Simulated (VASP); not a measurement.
# ZrSi3 (Pm-3m) in VASP: a series of runs

ZrSi3 is run at these levels: PBE; tasks: single point.

All numbers are computed with VASP 6.6.1; they aren't measurements. Logs are shortened: lines on timing, memory, paths and dates and some standing lists are left out, and cuts for length are marked.

### 1 The cell of the first run

The structure is cubic, space group Pm-3m (No. 221). Conventional cell: a = 3.915 Å, b = 3.915 Å, c = 3.915 Å, α = 90.00°, β = 90.00°, γ = 90.00°. Within 3.6 Å of Zr (site symmetry m-3m) lie 12 Si at 2.77 Å. Within 3.6 Å of Si (site symmetry 4/mmm) lie 4 Zr at 2.77 Å and 8 Si at 2.77 Å.

### 2 Single point, PBE (15.01 Å³/atom)

Input file INCAR:

```
SYSTEM = ZrSi3
ALGO = Normal ; EDIFF = 1E-6
ENCUT = 520 ; GGA = PE
ISIF = 2 ; ISMEAR = 0
LASPH = .True. ; LCHARG = .False.
LREAL = .False. ; LWAVE = .False.
NBANDS = 20 ; NELM = 100
PREC = Accurate ; SIGMA = 0.05
```

Input file KPOINTS:

```
k-points
0
Gamma
  8 8 8
  0 0 0
```

Input file POSCAR:

```
ZrSi3
1.0
    3.9154108062      0.0000000000      0.0000000000
    0.0000000000      3.9154108062      0.0000000000
    0.0000000000      0.0000000000      3.9154108062
Zr Si
1 3
Direct
    0.0000000000      0.0000000000      0.0000000000
    0.0000000000      0.5000000000      0.5000000000
    0.5000000000      0.5000000000      0.0000000000
    0.5000000000      0.0000000000      0.5000000000
```

Potentials or basis: VASP PAW PBE potentials, release 64 (Zr_sv, Si).

Command:

```sh
$ cat potpaw_PBE.64/Zr_sv/POTCAR potpaw_PBE.64/Si/POTCAR > POTCAR
$ mpirun -np 1 vasp_std > vasp.out
```

OUTCAR:

```text
SYSTEM = ZrSi3
   EDIFF = 1E-6
   ENCUT = 520
   GGA = PE
   ISIF = 2
   ISMEAR = 0
   LASPH = .True.
   LREAL = .False.
   NELM = 100
   PREC = Accurate

 ion  position               nearest neighbor table
   1  0.000  0.000  0.000-   2 2.77   3 2.77   4 2.77   2 2.77   4 2.77   2 2.77   3 2.77   2 2.77
                             3 2.77   4 2.77   4 2.77   3 2.77
   2  0.000  0.500  0.500-   1 2.77   3 2.77   4 2.77   1 2.77   3 2.77   1 2.77   4 2.77   1 2.77
                             3 2.77   4 2.77   3 2.77   4 2.77
   3  0.500  0.500  0.000-   1 2.77   2 2.77   4 2.77   2 2.77   4 2.77   1 2.77   4 2.77   4 2.77
                             1 2.77   2 2.77   2 2.77   1 2.77
   4  0.500  0.000  0.500-   1 2.77   2 2.77   3 2.77   1 2.77   3 2.77   2 2.77   3 2.77   3 2.77
                             1 2.77   2 2.77   1 2.77   2 2.77

  LATTYP: Found a simple cubic cell.
 ALAT       =     3.9154108062

  Lattice vectors:

 A1 = (   3.9154108062,   0.0000000000,   0.0000000000)
 A2 = (   0.0000000000,   3.9154108062,   0.0000000000)
 A3 = (   0.0000000000,   0.0000000000,   3.9154108062)

Analysis of symmetry for initial positions (statically):
=====================================================================
 Subroutine PRICEL returns:
 Original cell was already a primitive cell.

 Routine SETGRP: Setting up the symmetry group for a
 simple cubic supercell.

 Subroutine GETGRP returns: Found 48 space group operations
 (whereof 48 operations were pure point group operations)
 out of a pool of 48 trial point group operations.

The static configuration has the point symmetry O_h .

Analysis of symmetry for dynamics (positions and initial velocities):
=====================================================================
 Subroutine PRICEL returns:
 Original cell was already a primitive cell.

 Routine SETGRP: Setting up the symmetry group for a
 simple cubic supercell.

 Subroutine GETGRP returns: Found 48 space group operations
 (whereof 48 operations were pure point group operations)
 out of a pool of 48 trial point group operations.

The dynamic configuration has the point symmetry O_h .

 Subroutine INISYM returns: Found 48 space group operations
 (whereof 48 operations are pure point group operations),
 and found     1 'primitive' translations

----------------------------------------------------------------------------------------

                                     Primitive cell

  volume of cell :      60.0250

  direct lattice vectors                    reciprocal lattice vectors
     3.915410806  0.000000000  0.000000000     0.255401042  0.000000000  0.000000000
     0.000000000  3.915410806  0.000000000     0.000000000  0.255401042  0.000000000
     0.000000000  0.000000000  3.915410806     0.000000000  0.000000000  0.255401042

  length of vectors
     3.915410806  3.915410806  3.915410806     0.255401042  0.255401042  0.255401042

  position of ions in fractional coordinates (direct lattice)
     0.000000000  0.000000000  0.000000000
     0.000000000  0.500000000  0.500000000
     0.500000000  0.500000000  0.000000000
     0.500000000  0.000000000  0.500000000

  ion indices of the primitive-cell ions
   primitive index   ion index
                 1           1
                 2           2
                 3           3
                 4           4

----------------------------------------------------------------------------------------

 KPOINTS: k-points

Automatic generation of k-mesh.
 Grid dimensions read from file:
 generate k-points for:    8    8    8

 Generating k-lattice:

  Cartesian coordinates                     Fractional coordinates (reciprocal lattice)
     0.031925130  0.000000000  0.000000000     0.125000000  0.000000000  0.000000000
     0.000000000  0.031925130  0.000000000     0.000000000  0.125000000  0.000000000
     0.000000000  0.000000000  0.031925130     0.000000000  0.000000000  0.125000000

  Length of vectors
     0.031925130  0.031925130  0.031925130

  Shift w.r.t. Gamma in fractional coordinates (k-lattice)
     0.000000000  0.000000000  0.000000000

 Subroutine IBZKPT returns following result:
 ===========================================

 Found     35 irreducible k-points:

 Following reciprocal coordinates:
            Coordinates               Weight
  0.000000  0.000000  0.000000      1.000000
  0.125000  0.000000  0.000000      6.000000
  0.250000  0.000000  0.000000      6.000000
  0.375000  0.000000  0.000000      6.000000
  0.500000  0.000000  0.000000      3.000000
  0.125000  0.125000  0.000000     12.000000
[... 16 lines left out ...]
  0.375000  0.375000  0.125000     24.000000
  0.500000  0.375000  0.125000     24.000000
 [... further k-points ...]
   k-points           NKPTS =     35   k-points in BZ     NKDIM =     35   number of bands    NBANDS=     20
   number of dos      NEDOS =    301   number of ions     NIONS =      4
   total plane-waves  NPLWV =  27000
   dimension x,y,z NGX =    30 NGY =   30 NGZ =   30
   dimension x,y,z NGXF=    60 NGYF=   60 NGZF=   60
   ions per type =               1   3
   NGX,Y,Z   is equivalent  to a cutoff of  12.74, 12.74, 12.74 a.u.
   NGXF,Y,Z  is equivalent  to a cutoff of  25.48, 25.48, 25.48 a.u.
 SYSTEM =  ZrSi3
   PREC   = accura    normal or accurate (medium, high low for compatibility)
   ISTART =      0    job   : 0-new  1-cont  2-samecut
   ICHARG =      2    charge: 1-file 2-atom 10-const
   ISPIN  =      1    spin polarized calculation?
   LNONCOLLINEAR =      F non collinear calculations
   LSORBIT =      F    spin-orbit coupling
   LASPH  =      T    aspherical Exc in radial PAW
   ENCUT  =  520.0 eV  38.22 Ry    6.18 a.u.   7.28  7.28  7.28*2*pi/ulx,y,z
   NELM   =    100;   NELMIN=  2; NELMDL= -5     # of ELM steps
   EDIFF  = 0.1E-05   stopping-criterion for ELM
   LREAL  =      F    real-space projection
   EDIFFG = 0.1E-04   stopping-criterion for IOM
   NSW    =      0    number of steps for IOM
   IBRION =     -1    ionic relax: 0-MD 1-quasi-New 2-CG
   NFREE  =      0    steps in history (QN), initial steepest desc. (CG)
   ISIF   =      2    stress and relaxation
   ISYM   =      2    0-nonsym 1-usesym 2-fastsym
   POTIM  = 0.5000    time-step for ionic-motion
   TEBEG  =    0.0;   TEEND  =   0.0 temperature during run
   PSTRESS=    0.0 pullay stress
   NELECT =      24.0000    total number of electrons
   NUPDOWN=      -1.0000    fix difference up-down
   EMIN   =  10.00;   EMAX   =-10.00  energy-range for DOS
   EFERMI =   0.00;   METHOD = LEGACY
   ISMEAR =     0;   SIGMA  =   0.05  broadening in eV -4-tet -1-fermi 0-gaus
   EFERMI_NEDOS =   21; number of points for ismear=-14 and -15
   IALGO  =     38    algorithm
   IMIX   =      4    mixing-type and parameters
     AMIX     =   0.40;   BMIX     =  1.00
     AMIX_MAG =   1.60;   BMIX_MAG =  1.00
  volume/ion in A,a.u.               =      15.01       101.27
  Fermi-wavevector in a.u.,A,eV,Ry     =   1.206057  2.279118 19.790681  1.454574
  Thomas-Fermi vector in A             =   2.341736
   LORBIT       =      0    0 simple, 1 ext, 2 COOP (PROOUT), +10 PAW based schemes
   GGA     = PE    functional components
   LHFCALC =     F    Hartree Fock is set to
   AEXX    =    0.0000 exact exchange contribution
   IVDW    =     0    specifies the selected vdW correction
   LEPSILON=     F    determine dielectric tensor
   LRPA    =     F    only Hartree local field effects (RPA)
 non-spin polarized calculation
 Gauss-broadening in eV      SIGMA  =   0.05
  energy-cutoff  :      520.00
  volume of cell :       60.02
 maximum number of plane-waves:      1640
 NGX is ok and might be reduce to    30
   NGX = 15   NGY = 15   NGZ = 15

 number of electron      23.9999998 magnetization

 Free energy of the ion-electron system (eV)
  ---------------------------------------------------
  ext. energy  EPLUGINS =         0.00000000
  ---------------------------------------------------
  free energy    TOTEN  =       -25.25728109 eV

  energy without entropy =      -25.25497837  energy(sigma->0) =      -25.25612973

 E-fermi :  11.4163     XC(G=0): -11.6173

 val. band max:       11.3940369973   @ k =   0.2500   0.1250   0.0000
 cond. band min:      11.4558369962   @ k =   0.2500   0.2500   0.2500
 fundamental gap:      0.0617999990
 Fermi energy:        11.4162615750

 k-point     1 :       0.0000    0.0000    0.0000
  band No.  band energies     occupation
      1     -37.7916      2.00000
      2     -15.9310      2.00000
      3     -15.9310      2.00000
      4     -15.9310      2.00000
      5      -2.0117      2.00000
      6       5.3132      2.00000
[... 12 lines left out ...]
     19      14.1997      0.00000
     20      18.0322      0.00000

 k-point     2 :       0.1250    0.0000    0.0000
  band No.  band energies     occupation
      1     -37.7909      2.00000
      2     -15.9495      2.00000
      3     -15.9293      2.00000
      4     -15.9293      2.00000
      5      -1.8451      2.00000
      6       4.5722      2.00000
[... 12 lines left out ...]
     19      15.8149      0.00000
     20      16.9963      0.00000

 k-point     3 :       0.2500    0.0000    0.0000
  band No.  band energies     occupation
      1     -37.7892      2.00000
      2     -15.9937      2.00000
      3     -15.9253      2.00000
      4     -15.9253      2.00000
      5      -1.3594      2.00000
      6       3.2219      2.00000
[... 12 lines left out ...]
     19      16.3314      0.00000
     20      16.3333      0.00000

 k-point     4 :       0.3750    0.0000    0.0000
  band No.  band energies     occupation
      1     -37.7875      2.00000
      2     -16.0374      2.00000
      3     -15.9212      2.00000
      4     -15.9212      2.00000
      5      -0.6016      2.00000
      6       1.8606      2.00000
[... 12 lines left out ...]
     19      17.6334      0.00000
     20      17.7636      0.00000

 k-point     5 :       0.5000    0.0000    0.0000
  band No.  band energies     occupation
      1     -37.7868      2.00000
      2     -16.0553      2.00000
      3     -15.9195      2.00000
      4     -15.9195      2.00000
      5       0.1009      2.00000
      6       0.9479      2.00000
[... 12 lines left out ...]
     19      17.3532      0.00000
     20      19.0673      0.00000

 k-point     6 :       0.1250    0.1250    0.0000
  band No.  band energies     occupation
      1     -37.7902      2.00000
      2     -15.9490      2.00000
      3     -15.9462      2.00000
      4     -15.9277      2.00000
      5      -1.6818      2.00000
      6       4.5098      2.00000
[... 12 lines left out ...]
     19      15.8849      0.00000
     20      16.0603      0.00000

 k-point     7 :       0.2500    0.1250    0.0000
  band No.  band energies     occupation
      1     -37.7885      2.00000
      2     -15.9914      2.00000
      3     -15.9429      2.00000
      4     -15.9236      2.00000
      5      -1.2062      2.00000
      6       3.3329      2.00000
[... 12 lines left out ...]
     19      15.9354      0.00000
     20      16.4906      0.00000
[... 277 lines left out ...]
 k-point    20 :       0.2500    0.2500    0.1250
  band No.  band energies     occupation
      1     -37.7862      2.00000
      2     -15.9860      2.00000
      3     -15.9804      2.00000
      4     -15.9366      2.00000
      5      -0.6208      2.00000
      6       3.6100      2.00000
[... 12 lines left out ...]
     19      16.3634      0.00000
     20      16.5636      0.00000

 k-point    21 :       0.3750    0.2500    0.1250
  band No.  band energies     occupation
      1     -37.7845      2.00000
      2     -16.0247      2.00000
      3     -15.9774      2.00000
      4     -15.9322      2.00000
      5       0.0430      2.00000
      6       2.4852      2.00000
[... 12 lines left out ...]
     19      16.7596      0.00000
     20      17.5872      0.00000

 k-point    22 :       0.5000    0.2500    0.1250
  band No.  band energies     occupation
      1     -37.7838      2.00000
      2     -16.0417      2.00000
      3     -15.9750      2.00000
      4     -15.9303      2.00000
      5       0.5842      2.00000
      6       1.7385      2.00000
[... 12 lines left out ...]
     19      17.1422      0.00000
     20      18.0048      0.00000

 k-point    23 :       0.3750    0.3750    0.1250
  band No.  band energies     occupation
      1     -37.7829      2.00000
      2     -16.0191      2.00000
      3     -16.0163      2.00000
      4     -15.9279      2.00000
      5       0.6031      2.00000
      6       2.9789      2.00000
[... 12 lines left out ...]
     19      16.4918      0.00000
     20      17.2464      0.00000

 k-point    24 :       0.5000    0.3750    0.1250
  band No.  band energies     occupation
      1     -37.7822      2.00000
      2     -16.0343      2.00000
      3     -16.0148      2.00000
      4     -15.9261      2.00000
      5       1.0138      2.00000
      6       2.3741      2.00000
[... 12 lines left out ...]
     19      17.0076      0.00000
     20      18.0317      0.00000

 [... further k-points ...]

------------------------ aborting loop because EDIFF is reached ----------------------------------------

  FORCE on cell =-STRESS in cart. coord.  units (eV):
  Direction    XX          YY          ZZ          XY          YZ          ZX
  --------------------------------------------------------------------------------------
  -------------------------------------------------------------------------------------
  Total        2.7381271      2.7381271      2.7381271     -0.0000000     -0.0000000     -0.0000000
  in kB       73.0856602     73.0856602     73.0856602     -0.0000000     -0.0000000     -0.0000000
  external PRESSURE =      73.0856602 kB  Pullay stress =       0.0000000 kB

 VOLUME and BASIS-vectors are now :
 -----------------------------------------------------------------------------
  energy-cutoff  :      520.00
  volume of cell :       60.02
      direct lattice vectors                 reciprocal lattice vectors
     3.915410806  0.000000000  0.000000000     0.255401042  0.000000000  0.000000000
     0.000000000  3.915410806  0.000000000     0.000000000  0.255401042  0.000000000
     0.000000000  0.000000000  3.915410806     0.000000000  0.000000000  0.255401042

 POSITION                                       TOTAL-FORCE (eV/Angst)
 -----------------------------------------------------------------------------------
      0.00000      0.00000      0.00000         0.000000      0.000000      0.000000
      0.00000      1.95771      1.95771         0.000000      0.000000      0.000000
      1.95771      1.95771      0.00000         0.000000      0.000000      0.000000
      1.95771      0.00000      1.95771         0.000000      0.000000      0.000000
 -----------------------------------------------------------------------------------
    total drift:                               -0.000000     -0.000000      0.000000

  FREE ENERGIE OF THE ION-ELECTRON SYSTEM (eV)
  ---------------------------------------------------
  free  energy   TOTEN  =       -25.2572810922 eV

  energy  without entropy=      -25.2549783701  energy(sigma->0) =      -25.25612973
```

It took 48 s on 1 thread of AMD EPYC 7R13, shared host; peak memory 0.16 GiB.

Results:

```yaml
Free_energy: -25.2573 eV
Pressure: 7.3 GPa
Band_gap_on_the_k_mesh: zero (bands 12 and 13 overlap by 2.57 eV)
```

Caveat: the cell stands under pressure.

### 3 Single point, PBE (15.24 Å³/atom)

This run uses another cell than the first one, of 15.24 Å³/atom.

Input file INCAR:

```
PREC     = Accurate       # precision mode
ENCUT    = 520            # plane-wave cutoff, eV
EDIFF    = 1E-6           # SCF threshold, eV
ISMEAR   = 0              # smearing method
SIGMA    = 0.05           # smearing width, eV
LREAL    = F              # projectors in reciprocal space
LASPH    = T              # aspherical terms in the spheres
NELM     = 60             # most SCF steps
ALGO     = Normal         # electronic algorithm
ISIF     = 2              # what is computed and relaxed
LWAVE    = F              # write WAVECAR
LCHARG   = F              # write CHGCAR
GGA      = PE             # functional
NBANDS   = 20             # bands
```

Input file KPOINTS:

```
Automatic mesh
0
Gamma
  8 8 8
```

Input file POSCAR:

```
ZrSi3
1.0
    3.9360186110      0.0000000000      0.0000000000
    0.0000000000      3.9360186110      0.0000000000
    0.0000000000      0.0000000000      3.9360186110
Zr Si
1 3
Direct
    0.0000000000      0.0000000000      0.0000000000
    0.0000000000      0.5000000000      0.5000000000
    0.5000000000      0.5000000000      0.0000000000
    0.5000000000      0.0000000000      0.5000000000
```

Potentials or basis: VASP PAW PBE potentials, release 64 (Zr_sv, Si).

Command:

```sh
$ cat potpaw_PBE.64/Zr_sv/POTCAR potpaw_PBE.64/Si/POTCAR > POTCAR
$ mpirun -np 1 vasp_std > vasp.out
```

It took 51 s on 1 thread of AMD EPYC 7R13, shared host; peak memory 0.16 GiB.

Results (log left out):

```
Free energy            : -25.2944 eV
Pressure               : 5.1 GPa
Band gap on the k mesh : zero (bands 12 and 13 overlap by 2.52 eV)
```

Levels at points of the mesh, in eV from the Fermi level:
```
           k point  band 8  band 9  band 10  band 11  band 12  band 13  band 14  band 15  band 16  band 17
(0.00, 0.00, 0.00)   -4.14   -4.14    -4.14    -0.30    -0.30    -0.30     0.48     2.13     2.13     2.13
(0.50, 0.00, 0.00)   -4.49   -4.08    -3.54    -0.98    -0.98    -0.17     0.20     0.58     2.73     2.73
(0.50, 0.50, 0.00)   -6.70   -3.18    -3.18    -1.19    -1.00     0.83     0.83     1.13     1.37     3.87
(0.50, 0.50, 0.50)   -7.02   -4.82    -4.82    -4.82     0.59     1.78     1.78     3.61     3.61     3.61
```

Caveat: the cell stands under pressure.

(Continued in part 2 of 2.)
